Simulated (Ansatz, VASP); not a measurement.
# Two plane-wave programs on AlN

Contents of INCAR:

```
SYSTEM = AlN
  ALGO = Normal
  EDIFF = 1E-6
  ENCUT = 520
  GGA = PS
  ISIF = 2
  ISMEAR = 0
  LASPH = .True.
  LCHARG = .False.
  LREAL = .False.
  LWAVE = .False.
  NBANDS = 16
  NELM = 100
  PREC = Accurate
  SIGMA = 0.05
```

File KPOINTS:

```
k-points
0
Gamma
  9 9 6
  0 0 0
```

POSCAR

```
AlN
1.0
    3.2924973326      0.0000000000      0.0000000000
   -1.6462486663      2.8513863319      0.0000000000
    0.0000000000      0.0000000000      4.0642587073
Al N
2 2
Direct
    0.3333333333      0.6666666667      0.7500000000
    0.6666666667      0.3333333333      0.2500000000
    0.3333333333      0.6666666667      0.2500000000
    0.6666666667      0.3333333333      0.7500000000
```

Input for Ansatz:

```yaml
crystal:
  lattice:
    - [3.2924973326, 0.0, 0.0]
    - [-1.6462486663, 2.8513863319, 0.0]
    - [0.0, 0.0, 4.0642587073]
  atoms:
    - { symbol: Al, position: [0.3333333333, 0.6666666667, 0.75] }
    - { symbol: Al, position: [0.6666666667, 0.3333333333, 0.25] }
    - { symbol: "N", position: [0.3333333333, 0.6666666667, 0.25] }
    - { symbol: "N", position: [0.6666666667, 0.3333333333, 0.75] }
basis:
  ecutwfc: 520.0
kpoints:
  mp_grid: { grid: [9, 9, 6] }
hamiltonian:
  xc: pbesol
scf:
  occupations: { method: gaussian, width: 0.05 }
output:
  forces: true
  stress: true
  eigenvalues: true
  write_density: true
  write_potential: true
  elf: true
  volumetric_format: npy
```

Alike in both runs: task single point; functional PBEsol; k mesh 9 × 9 × 6; occupations gaussian, width 0.05 eV; no spin polarisation.

```csv
,VASP,Ansatz
version,VASP 6.6.1,Ansatz 0.2.0
potentials or method,"VASP PAW PBE potentials, release 64 (Al, N), cutoff 520 eV","scalar-relativistic, plane waves, PAW"
valence electrons in the cell,16,16
```

Ansatz gave:

- gap on the k mesh at the Fermi level (eV): 3.54
- least direct gap on the mesh (eV): 3.54
- pressure (GPa): 5.2
- traceless stress, the component that is largest in VASP (GPa): 2.00

**Question.** What did VASP give for the same quantities?

**Answer.** gap on the k mesh at the Fermi level (eV): 3.55; least direct gap on the mesh (eV): 3.55; pressure (GPa): 5.1; traceless stress, the component that is largest in VASP (GPa): 1.98.

VASP's potentials were made for PBE, not for PBEsol. The functional is the same, so the differences come from potentials, cutoffs and numerics.
